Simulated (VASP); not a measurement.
Crystal: Ca.

```
Ca
1.0
    -2.24000    2.24000    2.24000
     2.24000   -2.24000    2.24000
     2.24000    2.24000   -2.24000
Ca
1
Cartesian
  0.0000 0.0000 0.0000
```

This isn't the form of Ca at room conditions, which is fcc.

Base run:

| Property | Result |
| --- | --- |
| Program | VASP 6.6.1 |
| Functional | r2SCAN |
| Potentials or basis | VASP PAW PBE potentials, release 64 (Ca_sv) |
| Cutoff | 520 eV |
| k mesh | 10 × 10 × 10 |
| Occupations | fermi-dirac, width 0.05 eV |
| Spin | no spin polarisation |

Its results: band gap on the k mesh zero (bands 5 and 6 overlap by 0.40 eV); pressure -0.6 GPa.

The run is repeated on the same cell with these changes: functional from r2SCAN to PBEsol. What comes out?

Band gap on the k mesh zero (bands 5 and 6 overlap by 0.27 eV); pressure -1.5 GPa.

Caveats: the PAW data sets were made with another functional, which shifts forces and pressure a little.
